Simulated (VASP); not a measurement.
Here is a VASP 6.6.1 calculation.

The input INCAR:

```
SYSTEM = MoS2
PREC     = Accurate       ! precision mode
ENCUT    = 520            ! plane-wave cutoff, eV
EDIFF    = 1E-6           ! SCF threshold, eV
ISMEAR   = -1             ! smearing method
SIGMA    = 0.05           ! smearing width, eV
LREAL    = .FALSE.        ! projectors in reciprocal space
LASPH    = .TRUE.         ! aspherical terms in the spheres
NELM     = 150            ! most SCF steps
ALGO     = Normal         ! electronic algorithm
ISIF     = 2              ! what is computed and relaxed
LWAVE    = .FALSE.        ! write WAVECAR
LCHARG   = .FALSE.        ! write CHGCAR
MAGMOM   = 0 0 0 0 0 0 0 0 0 ! initial moments
LORBIT   = 11             ! projections on sites
LSORBIT  = .TRUE.         ! spin-orbit coupling
GGA_COMPAT= .FALSE.      
LORBMOM  = .TRUE.       
LMAXMIX  = 4              ! l up to which the mixer works
GGA      = PS             ! functional
NBANDS   = 39             ! bands
```

KPOINTS

```
regular mesh
0
G
  10 10 10
  0 0 0
```

Contents of POSCAR:

```
MoS2
1.0
    1.5800000000      0.9122134253      6.1500000000
   -1.5800000000      0.9122134253      6.1500000000
    0.0000000000     -1.8244268506      6.1500000000
Mo S
1 2
Direct
    0.0000000000      0.0000000000      0.0000000000
    0.4170000000      0.4170000000      0.4170000000
    0.2500000000      0.2500000000      0.2500000000
```

Potentials or basis: VASP PAW PBE potentials, release 64 (Mo_sv, S).

Launch:

```bash
$ cat potpaw_PBE.64/Mo_sv/POTCAR potpaw_PBE.64/S/POTCAR > POTCAR
$ mpirun -np 1 vasp_ncl > vasp.out
```

Problem. Predict the largest force.

Solution. 0.262 eV/Å.

Problem. What does it give for the pressure?

Solution. 0.3 GPa.

Problem. Predict the net moment.

Solution. 0.00 μB per cell.

Stress tensor (GPa, compression positive):
```
-0.64  0.00  0.00
 0.00 -0.64  0.00
 0.00  0.00  2.31
```

Caveat: the PAW data sets were made with another functional, which shifts forces and pressure a little.
